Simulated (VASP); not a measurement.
Input of a VASP 6.6.1 run:

POSCAR

```
TaN
1.0
    2.8040273825      0.0000000000      0.0000000000
   -1.4020136913      2.4283589462      0.0000000000
    0.0000000000      0.0000000000      2.9625032535
Ta N
1 1
Direct
    0.3333333333      0.6666666667      0.5000000000
    0.0000000000      0.0000000000      0.0000000000
```

File INCAR.step1:

```
SYSTEM = TaN
  PREC = Accurate
  ENCUT = 520
  ISMEAR = 0
  SIGMA = 0.1
  LREAL = .False.
  LASPH = .True.
  NELM = 100
  NBANDS = 15
  GGA = PE
  ALGO = Normal
  EDIFF = 1E-4
  LWAVE = .True.
  LCHARG = .False.
```

INCAR.step2

```
SYSTEM = TaN
  PREC = Accurate
  ENCUT = 520
  EDIFF = 1E-7
  ISMEAR = 0
  SIGMA = 0.1
  LREAL = .False.
  LASPH = .True.
  NELM = 100
  ALGO = Normal
  ISIF = 2
  LWAVE = .False.
  LCHARG = .False.
  METAGGA = R2SCAN
  LMIXTAU = .True.
  NBANDS = 15
  ISTART = 1
```

KPOINTS

```
Automatic mesh
0
Gamma
  24 24 18
  0 0 0
```

Potentials or basis: VASP PAW PBE potentials, release 64 (Ta_pv, N).

Run with:

```bash
$ cat potpaw_PBE.64/Ta_pv/POTCAR potpaw_PBE.64/N/POTCAR > POTCAR
$ cp INCAR.step1 INCAR
$ mpirun -np 1 vasp_std > vasp.out
$ cp INCAR.step2 INCAR
$ mpirun -np 1 vasp_std > vasp.out
```

Predict the pressure.

27.9 GPa.

What does it give for the band gap on the k mesh?

Zero (bands 8 and 9 overlap by 0.37 eV).

Stress tensor (GPa, compression positive):
```
45.06  0.00  0.00
 0.00 45.06  0.00
 0.00  0.00 -6.28
```

Caveat: the cell differs from its parent crystal (biaxial strain in the a-b plane: -4.5 %); the stress differs along the axes, from -6 to 45 GPa; the PAW data sets were made with another functional, which shifts forces and pressure a little; spin-orbit coupling is left out, which moves the levels of the heavy elements.
